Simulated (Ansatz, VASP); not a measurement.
**One calculation of ZnS, two programs**

```xyz
6
Lattice="2.7046 -2.7046 0.0000 2.7046 0.0000 -2.7046 5.4093 5.4093 5.4093" Properties=species:S:1:pos:R:3 pbc="T T T"
Zn    5.4093    0.0000    0.0000
Zn    0.0000    0.0000    0.0000
Zn    5.4093    2.7047    2.7047
S     4.0570   -1.3523   -1.3523
S     9.4663    1.3523    1.3523
S     4.0570    1.3523    1.3523
```

Alike in both runs: task single point; functional LDA; k mesh 8 × 8 × 3; occupations gaussian, width 0.05 eV; no spin polarisation.

```csv
,VASP,Ansatz
version,VASP 6.6.1,Ansatz 0.2.0
potentials or method,"VASP PAW LDA potentials, release 64 (Zn, S), cutoff 520 eV","scalar-relativistic, plane waves, PAW"
valence electrons in the cell,54,54
```

```csv
,VASP,Ansatz,Ansatz less VASP
gap on the k mesh at the Fermi level (eV),1.88,1.85,-0.031
least direct gap on the mesh (eV),1.88,1.85,-0.031
pressure (GPa),-4.5,-4.7,-0.23
```

LDA's correlation is that of Perdew and Zunger in VASP and of Perdew and Wang (1992) in Ansatz.
